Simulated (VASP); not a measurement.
# LuAg3O3 (R-3m) in VASP: further runs

Runs on LuAg3O3. Level: PBE. Tasks: single point, relaxation of cell and atoms.

Everything below comes from runs of VASP 6.6.1. Logs are shortened: lines on timing, memory, paths and dates and some standing lists are left out, and cuts for length are marked.

### Step 1. The cell of the first run

Symmetry: R-3m, No. 166, trigonal system. Conventional cell: a = 5.049 Å, b = 5.049 Å, c = 15.897 Å, α = 90.00°, β = 90.00°, γ = 120.00°. Lu (site symmetry -3m) has 6 O at 2.52 Å and 6 Ag at 3.02 Å within 3.3 Å. Within 3.3 Å of Ag (site symmetry 2/m) lie 4 Ag at 2.52 Å and 4 O at 3.02 Å and 2 Lu at 3.02 Å. O (site symmetry 2/m) has 2 Lu at 2.52 Å and 4 O at 2.52 Å and 4 Ag at 3.02 Å within 3.3 Å.

The cell was built from a structure type or drawn by symmetry, and may not be a known phase.

### Step 2. Single point, PBE

Contents of INCAR:

```
ALGO = Normal
EDIFF = 1E-6
ENCUT = 520
GGA = PE
ISIF = 2
ISMEAR = 0
LASPH = True
LCHARG = False
LREAL = False
LWAVE = False
NBANDS = 47
NELM = 80
PREC = Accurate
SIGMA = 0.15
```

Contents of KPOINTS:

```
k-points
0
Gamma
  3 3 3
```

Contents of POSCAR:

```
LuAg3O3
1.0
    2.5245442493      1.4575463019      5.2989296927
   -2.5245442493      1.4575463019      5.2989296927
    0.0000000000     -2.9150926038      5.2989296927
Lu Ag O
1 3 3
Direct
    0.0000000000      0.0000000000      0.0000000000
    0.5000000000      0.0000000000      0.0000000000
    0.0000000000      0.0000000000      0.5000000000
    0.0000000000      0.5000000000      0.0000000000
    0.0000000000      0.5000000000      0.5000000000
    0.5000000000      0.5000000000      0.0000000000
    0.5000000000      0.0000000000      0.5000000000
```

Potentials or basis: VASP PAW PBE potentials, release 64 (Lu, Ag, O).

Command:

```console
cat potpaw_PBE.64/Lu/POTCAR potpaw_PBE.64/Ag/POTCAR potpaw_PBE.64/O/POTCAR > POTCAR
mpirun -np 1 vasp_std > vasp.out
```

OUTCAR:

```text
EDIFF = 1E-6
   ENCUT = 520
   GGA = PE
   ISIF = 2
   ISMEAR = 0
   LASPH = True
   LREAL = False
   NELM = 80
   PREC = Accurate

 ion  position               nearest neighbor table
   1  0.000  0.000  0.000-   5 2.52   7 2.52   5 2.52   7 2.52   6 2.52   6 2.52   3 3.02   3 3.02
                             2 3.02   2 3.02   4 3.02   4 3.02
   2  0.500  0.000  0.000-   3 2.52   3 2.52   4 2.52   4 2.52   1 3.02   1 3.02
   3  0.000  0.000  0.500-   2 2.52   4 2.52   4 2.52   2 2.52   1 3.02   1 3.02
   4  0.000  0.500  0.000-   3 2.52   3 2.52   2 2.52   2 2.52   1 3.02   1 3.02
   5  0.000  0.500  0.500-   1 2.52   1 2.52
   6  0.500  0.500  0.000-   1 2.52   1 2.52
   7  0.500  0.000  0.500-   1 2.52   1 2.52

  LATTYP: Found a trigonal (rhomboedric) cell.
 ALAT       =     6.0478443083
 COS(alpha) =     0.6515064333

  Lattice vectors:

 A1 = (   2.5245442493,   1.4575463019,   5.2989296927)
 A2 = (  -2.5245442493,   1.4575463019,   5.2989296927)
 A3 = (   0.0000000000,  -2.9150926038,   5.2989296927)

Analysis of symmetry for initial positions (statically):
=====================================================================
 Subroutine PRICEL returns:
 Original cell was already a primitive cell.

 Routine SETGRP: Setting up the symmetry group for a
 trigonal (rhombohedral) supercell.

 Subroutine GETGRP returns: Found 12 space group operations
 (whereof 12 operations were pure point group operations)
 out of a pool of 12 trial point group operations.

The static configuration has the point symmetry D_3d.

Analysis of symmetry for dynamics (positions and initial velocities):
=====================================================================
 Subroutine PRICEL returns:
 Original cell was already a primitive cell.

 Routine SETGRP: Setting up the symmetry group for a
 trigonal (rhombohedral) supercell.

 Subroutine GETGRP returns: Found 12 space group operations
 (whereof 12 operations were pure point group operations)
 out of a pool of 12 trial point group operations.

The dynamic configuration has the point symmetry D_3d.

 Subroutine INISYM returns: Found 12 space group operations
 (whereof 12 operations are pure point group operations),
 and found     1 'primitive' translations

----------------------------------------------------------------------------------------

                                     Primitive cell

  volume of cell :     116.9889

  direct lattice vectors                    reciprocal lattice vectors
     2.524544249  1.457546302  5.298929693     0.198055550  0.114347425  0.062905785
    -2.524544249  1.457546302  5.298929693    -0.198055550  0.114347425  0.062905785
     0.000000000 -2.915092604  5.298929693     0.000000000 -0.228694850  0.062905785

  length of vectors
     6.047844308  6.047844308  6.047844308     0.237188685  0.237188685  0.237188685

  position of ions in fractional coordinates (direct lattice)
     0.000000000  0.000000000  0.000000000
     0.500000000  0.000000000  1.000000000
     1.000000000  1.000000000  0.500000000
     0.000000000  0.500000000  1.000000000
     1.000000000  0.500000000  0.500000000
     0.500000000  0.500000000  1.000000000
     0.500000000  1.000000000  0.500000000

  ion indices of the primitive-cell ions
   primitive index   ion index
                 1           1
                 2           2
                 3           3
                 4           4
                 5           5
                 6           6
                 7           7

----------------------------------------------------------------------------------------

 KPOINTS: k-points

Automatic generation of k-mesh.
 Grid dimensions read from file:
 generate k-points for:    3    3    3

 Generating k-lattice:

  Cartesian coordinates                     Fractional coordinates (reciprocal lattice)
     0.066018517  0.038115808  0.020968595     0.333333333  0.000000000 -0.000000000
    -0.066018517  0.038115808  0.020968595     0.000000000  0.333333333 -0.000000000
     0.000000000 -0.076231617  0.020968595    -0.000000000 -0.000000000  0.333333333

  Length of vectors
     0.079062895  0.079062895  0.079062895

  Shift w.r.t. Gamma in fractional coordinates (k-lattice)
     0.000000000  0.000000000  0.000000000

 Subroutine IBZKPT returns following result:
 ===========================================

 Found      6 irreducible k-points:

 Following reciprocal coordinates:
            Coordinates               Weight
  0.000000  0.000000  0.000000      1.000000
  0.333333  0.000000  0.000000      6.000000
  0.333333  0.333333  0.000000      6.000000
 -0.333333  0.333333  0.000000      6.000000
  0.333333  0.333333  0.333333      2.000000
 -0.333333  0.333333  0.333333      6.000000
   k-points           NKPTS =      6   k-points in BZ     NKDIM =      6   number of bands    NBANDS=     47
   number of dos      NEDOS =    301   number of ions     NIONS =      7
   total plane-waves  NPLWV = 110592
   dimension x,y,z NGX =    48 NGY =   48 NGZ =   48
   dimension x,y,z NGXF=    96 NGYF=   96 NGZF=   96
   ions per type =               1   3   3
   NGX,Y,Z   is equivalent  to a cutoff of  13.19, 13.19, 13.19 a.u.
   NGXF,Y,Z  is equivalent  to a cutoff of  26.39, 26.39, 26.39 a.u.
 SYSTEM =  unknown system
   PREC   = accura    normal or accurate (medium, high low for compatibility)
   ISTART =      0    job   : 0-new  1-cont  2-samecut
   ICHARG =      2    charge: 1-file 2-atom 10-const
   ISPIN  =      1    spin polarized calculation?
   LNONCOLLINEAR =      F non collinear calculations
   LSORBIT =      F    spin-orbit coupling
   LASPH  =      T    aspherical Exc in radial PAW
   ENCUT  =  520.0 eV  38.22 Ry    6.18 a.u.  11.24 11.24 11.24*2*pi/ulx,y,z
   NELM   =     80;   NELMIN=  2; NELMDL= -5     # of ELM steps
   EDIFF  = 0.1E-05   stopping-criterion for ELM
   LREAL  =      F    real-space projection
   EDIFFG = 0.1E-04   stopping-criterion for IOM
   NSW    =      0    number of steps for IOM
   IBRION =     -1    ionic relax: 0-MD 1-quasi-New 2-CG
   NFREE  =      0    steps in history (QN), initial steepest desc. (CG)
   ISIF   =      2    stress and relaxation
   ISYM   =      2    0-nonsym 1-usesym 2-fastsym
   POTIM  = 0.5000    time-step for ionic-motion
   TEBEG  =    0.0;   TEEND  =   0.0 temperature during run
   PSTRESS=    0.0 pullay stress
   NELECT =      76.0000    total number of electrons
   NUPDOWN=      -1.0000    fix difference up-down
   EMIN   =  10.00;   EMAX   =-10.00  energy-range for DOS
   EFERMI =   0.00;   METHOD = LEGACY
   ISMEAR =     0;   SIGMA  =   0.15  broadening in eV -4-tet -1-fermi 0-gaus
   EFERMI_NEDOS =   21; number of points for ismear=-14 and -15
   IALGO  =     38    algorithm
   IMIX   =      4    mixing-type and parameters
     AMIX     =   0.40;   BMIX     =  1.00
     AMIX_MAG =   1.60;   BMIX_MAG =  1.00
  volume/ion in A,a.u.               =      16.71       112.78
  Fermi-wavevector in a.u.,A,eV,Ry     =   1.417853  2.679353 27.351877  2.010306
  Thomas-Fermi vector in A             =   2.539039
   LORBIT       =      0    0 simple, 1 ext, 2 COOP (PROOUT), +10 PAW based schemes
   GGA     = PE    functional components
   LHFCALC =     F    Hartree Fock is set to
   AEXX    =    0.0000 exact exchange contribution
   IVDW    =     0    specifies the selected vdW correction
   LEPSILON=     F    determine dielectric tensor
   LRPA    =     F    only Hartree local field effects (RPA)
 non-spin polarized calculation
 Gauss-broadening in eV      SIGMA  =   0.15
  energy-cutoff  :      520.00
  volume of cell :      116.99
 maximum number of plane-waves:      3175
 NGX is ok and might be reduce to    48
   NGX = 23   NGY = 23   NGZ = 23

 number of electron      76.0000010 magnetization

 Free energy of the ion-electron system (eV)
  ---------------------------------------------------
  ext. energy  EPLUGINS =         0.00000000
  ---------------------------------------------------
  free energy    TOTEN  =       -27.57934057 eV

  energy without entropy =      -27.53780944  energy(sigma->0) =      -27.55857501

 E-fermi :   3.2811     XC(G=0): -10.7547

 val. band max:        3.1329146808   @ k =   0.3333   0.3333   0.3333
 cond. band min:       3.3506573727   @ k =  -0.3333   0.3333   0.3333
 fundamental gap:      0.2177426919
 Fermi energy:         3.2810561284

 k-point     1 :       0.0000    0.0000    0.0000
  band No.  band energies     occupation
      1     -52.0779      2.00000
      2     -22.9871      2.00000
      3     -22.5839      2.00000
      4     -22.5839      2.00000
      5     -13.7808      2.00000
      6     -12.4493      2.00000
[... 39 lines left out ...]
     46       9.0435      0.00000
     47       9.0435      0.00000

 k-point     2 :       0.3333    0.0000    0.0000
  band No.  band energies     occupation
      1     -52.0778      2.00000
      2     -22.9890      2.00000
      3     -22.6100      2.00000
      4     -22.5915      2.00000
      5     -13.4209      2.00000
      6     -12.7334      2.00000
[... 39 lines left out ...]
     46       9.9708      0.00000
     47      10.2097      0.00000

 k-point     3 :       0.3333    0.3333    0.0000
  band No.  band energies     occupation
      1     -52.0778      2.00000
      2     -22.9916      2.00000
      3     -22.6097      2.00000
      4     -22.5926      2.00000
      5     -13.4179      2.00000
      6     -12.7290      2.00000
[... 39 lines left out ...]
     46       9.3790      0.00000
     47       9.7654      0.00000

 k-point     4 :      -0.3333    0.3333    0.0000
  band No.  band energies     occupation
      1     -52.0778      2.00000
      2     -22.9913      2.00000
      3     -22.6097      2.00000
      4     -22.6089      2.00000
      5     -13.0100      2.00000
      6     -13.0098      2.00000
[... 39 lines left out ...]
     46      10.6674      0.00000
     47      10.7981      0.00000

 k-point     5 :       0.3333    0.3333    0.3333
  band No.  band energies     occupation
      1     -52.0778      2.00000
      2     -22.9948      2.00000
      3     -22.5851      2.00000
      4     -22.5851      2.00000
      5     -13.7702      2.00000
      6     -12.4452      2.00000
[... 39 lines left out ...]
     46       9.6596      0.00000
     47       9.6657      0.00000

 k-point     6 :      -0.3333    0.3333    0.3333
  band No.  band energies     occupation
      1     -52.0778      2.00000
      2     -22.9942      2.00000
      3     -22.6104      2.00000
      4     -22.5926      2.00000
      5     -13.4128      2.00000
      6     -12.7305      2.00000
[... 39 lines left out ...]
     46       9.6078      0.00000
     47      10.5811      0.00000

------------------------ aborting loop because EDIFF is reached ----------------------------------------

  FORCE on cell =-STRESS in cart. coord.  units (eV):
  Direction    XX          YY          ZZ          XY          YZ          ZX
  --------------------------------------------------------------------------------------
  -------------------------------------------------------------------------------------
  Total       -0.0438410     -0.0438410      0.1885112      0.0000000      0.0000000      0.0000000
  in kB       -0.6004074     -0.6004074      2.5816838      0.0000000      0.0000000      0.0000000
  external PRESSURE =       0.4602897 kB  Pullay stress =       0.0000000 kB

 VOLUME and BASIS-vectors are now :
 -----------------------------------------------------------------------------
  energy-cutoff  :      520.00
  volume of cell :      116.99
      direct lattice vectors                 reciprocal lattice vectors
     2.524544249  1.457546302  5.298929693     0.198055550  0.114347425  0.062905785
    -2.524544249  1.457546302  5.298929693    -0.198055550  0.114347425  0.062905785
     0.000000000 -2.915092604  5.298929693     0.000000000 -0.228694850  0.062905785

 POSITION                                       TOTAL-FORCE (eV/Angst)
 -----------------------------------------------------------------------------------
      0.00000      0.00000      0.00000        -0.000000     -0.000000      0.000000
      1.26227      0.72877      2.64946        -0.000000      0.000000     -0.000000
      0.00000     -1.45755      2.64946         0.000000     -0.000000      0.000000
     -1.26227      0.72877      2.64946         0.000000     -0.000000      0.000000
     -1.26227     -0.72877      5.29893         0.000000     -0.000000      0.000000
      0.00000      1.45755      5.29893        -0.000000     -0.000000      0.000000
      1.26227     -0.72877      5.29893        -0.000000      0.000000     -0.000000
 -----------------------------------------------------------------------------------
    total drift:                               -0.000000     -0.000000      0.000000

  FREE ENERGIE OF THE ION-ELECTRON SYSTEM (eV)
  ---------------------------------------------------
  free  energy   TOTEN  =       -27.5793405744 eV

  energy  without entropy=      -27.5378094434  energy(sigma->0) =      -27.55857501
```

Wall time 40 s (1 thread of Intel Xeon 6975P-C (Granite Rapids), shared host); peak memory 0.34 GiB.

What came out:

- Free energy: -27.5793 eV
- Pressure: 0.0 GPa
- Band gap on the k mesh: zero (bands 38 and 39 overlap by 0.64 eV)

Stress tensor (GPa, compression positive):
```
-0.06  0.00  0.00
 0.00 -0.06  0.00
 0.00  0.00  0.26
```

Caveat: the k points lie up to 0.50 Å⁻¹ apart, too coarse for converged energies and pressures of a metal; spin-orbit coupling is left out, which moves the levels of the heavy elements.

### Step 3. Relaxation of cell and atoms, PBE

This run uses another cell than the first one, of 16.23 Å³/atom.

Contents of INCAR:

```
SYSTEM = LuAg3O3
  PREC = Accurate
  ENCUT = 600
  EDIFF = 1E-6
  ISMEAR = 0
  SIGMA = 0.15
  LREAL = .FALSE.
  LASPH = .TRUE.
  NELM = 60
  ALGO = Normal
  ISIF = 3
  LWAVE = .FALSE.
  LCHARG = .FALSE.
  GGA = PE
  IBRION = 2
  NSW = 36
  EDIFFG = -0.08
```

Contents of KPOINTS:

```
Automatic mesh
0
G
  3 3 3
  0 0 0
```

POSCAR, as its differences from that of step 2:

```diff
@@ -2,5 +2,5 @@
 1.0
-    2.5245442493      1.4575463019      5.2989296927
-   -2.5245442493      1.4575463019      5.2989296927
-    0.0000000000     -2.9150926038      5.2989296927
+    2.6725938000      1.5430227500      4.5912115100
+   -2.6725938000      1.5430227500      4.5912115100
+    0.0000000000     -3.0860455000      4.5912115100
 Lu Ag O
```

Potentials or basis: VASP PAW PBE potentials, release 64 (Lu, Ag, O).

Command:

```console
cat potpaw_PBE.64/Lu/POTCAR potpaw_PBE.64/Ag/POTCAR potpaw_PBE.64/O/POTCAR > POTCAR
mpirun -np 1 vasp_std > vasp.out
```

OUTCAR:

```text
SYSTEM = LuAg3O3
   PREC = Accurate
   ENCUT = 600
   EDIFF = 1E-6
   ISMEAR = 0
   LREAL = .FALSE.
   LASPH = .TRUE.
   NELM = 60
   ISIF = 3
   GGA = PE
   IBRION = 2
   NSW = 36
   EDIFFG = -0.08

 ion  position               nearest neighbor table
   1  0.000  0.000  0.000-   6 2.67   6 2.67   5 2.67   5 2.67   7 2.67   7 2.67   4 2.77   2 2.77
                             4 2.77   2 2.77   3 2.77   3 2.77
   2  0.500  0.000  0.000-   4 2.67   4 2.67   3 2.67   3 2.67   6 2.77   1 2.77   1 2.77   6 2.77
                             7 2.77   7 2.77
   3  0.000  0.000  0.500-   2 2.67   4 2.67   4 2.67   2 2.67   5 2.77   5 2.77   7 2.77   7 2.77
                             1 2.77   1 2.77
   4  0.000  0.500  0.000-   2 2.67   2 2.67   3 2.67   3 2.67   6 2.77   1 2.77   1 2.77   6 2.77
                             5 2.77   5 2.77
   5  0.000  0.500  0.500-   1 2.67   1 2.67   3 2.77   3 2.77   4 2.77   4 2.77
   6  0.500  0.500  0.000-   1 2.67   1 2.67   2 2.77   2 2.77   4 2.77   4 2.77
   7  0.500  0.000  0.500-   1 2.67   1 2.67   3 2.77   3 2.77   2 2.77   2 2.77

[... 267 lines left out ...]

 k-point     1 :       0.0000    0.0000    0.0000
  band No.  band energies     occupation
      1     -51.4183      2.00000
      2     -22.3750      2.00000
      3     -21.9507      2.00000
      4     -21.9507      2.00000
      5     -13.3740      2.00000
      6     -11.9897      2.00000
[... 399 lines left out ...]
--------------------------------------- Ionic step        6  -------------------------------------------

 number of electron      76.0000012 magnetization

 Free energy of the ion-electron system (eV)
  ---------------------------------------------------
  ext. energy  EPLUGINS =         0.00000000
  ---------------------------------------------------
  free energy    TOTEN  =       -27.57456584 eV

  energy without entropy =      -27.53336776  energy(sigma->0) =      -27.55396680

 E-fermi :   3.3057     XC(G=0): -10.7640

 val. band max:        3.1392570880   @ k =   0.3333   0.3333   0.3333
 cond. band min:       3.3872426538   @ k =  -0.3333   0.3333   0.3333
 fundamental gap:      0.2479855658
 Fermi energy:         3.3057111136

 k-point     1 :       0.0000    0.0000    0.0000
  band No.  band energies     occupation
      1     -52.0700      2.00000
      2     -22.9791      2.00000
      3     -22.5773      2.00000
      4     -22.5773      2.00000
      5     -13.7632      2.00000
      6     -12.4402      2.00000
[... 311 lines left out ...]
  FREE ENERGIE OF THE ION-ELECTRON SYSTEM (eV)
  ---------------------------------------------------
  free  energy   TOTEN  =       -27.5745658437 eV

  energy  without entropy=      -27.5333677566  energy(sigma->0) =      -27.55396680

 reached required accuracy - stopping structural energy minimisation
```

OSZICAR:

```text
N       E                     dE             d eps       ncg     rms          rms(c)
DAV:   1     0.722983925110E+03    0.72298E+03   -0.38812E+04   799   0.509E+03
DAV:   2     0.748708186103E+02   -0.64811E+03   -0.62177E+03   720   0.846E+02
DAV:   3    -0.270114243586E+02   -0.10188E+03   -0.96835E+02   581   0.183E+02
[... 71 lines left out ...]
DAV:   4    -0.275740453556E+02    0.11908E-01   -0.45961E-02   827   0.249E+00    0.172E-01
DAV:   5    -0.275745110097E+02   -0.46565E-03   -0.66966E-03   767   0.116E+00    0.124E-01
DAV:   6    -0.275745615343E+02   -0.50525E-04   -0.58768E-04   747   0.163E-01    0.554E-02
DAV:   7    -0.275745657650E+02   -0.42307E-05   -0.89884E-05   875   0.968E-02    0.162E-02
DAV:   8    -0.275745658437E+02   -0.78673E-07   -0.87274E-06   713   0.439E-02
   6 F= -.27574566E+02 E0= -.27553967E+02  d E =-.758971E-02
```

It took 3 min on 1 thread of Intel Xeon 6975P-C (Granite Rapids), shared host; peak memory 0.36 GiB.

Results:

```
Free energy                           : -27.5746 eV
Relaxed volume                        : 16.69 Å³/atom
Relaxed cell                          : a = 6.032 Å, b = 6.032 Å, c = 6.032 Å, α = 49.55°, β = 49.55°, γ = 49.55°
Space group after relaxing (to 0.1 Å) : R-3m (No. 166)
Energy gained by relaxing             : 120.7 meV/atom
Ionic steps                           : 6
Pressure after relaxing               : -0.1 GPa
Band gap on the k mesh                : zero (bands 38 and 39 overlap by 0.61 eV)
```

Step by step:
```
step  energy change (eV)  largest force (eV/Å)  pressure (GPa)  volume (Å³)
   1              0.0000                0.0000           -0.84       113.60
   2             -0.5786                0.0000            0.80       111.94
   3             -0.7503                0.0000            4.22       110.13
   4             -0.8357                0.0000           -1.07       117.62
   5             -0.8374                0.0000           -0.52       116.65
   6             -0.8450                0.0000           -0.07       116.81
```

Final structure:
```xyz
7
Lattice="2.5274 1.4592 5.2786 -2.5274 1.4592 5.2786 0.0000 -2.9184 5.2786" Properties=species:S:1:pos:R:3 pbc="T T T"
Lu    0.0000    0.0000    0.0000
Ag    1.2637   -2.1888    7.9179
Ag   -2.5274    0.0000    7.9179
Ag   -1.2637    0.7296    2.6393
O     1.2637    0.7296   10.5572
O     0.0000    1.4592    5.2786
O     1.2637   -0.7296    5.2786
```

Caveat: the k points lie up to 0.50 Å⁻¹ apart in the final cell, too coarse for converged energies and pressures of a metal; spin-orbit coupling is left out, which moves the levels of the heavy elements.
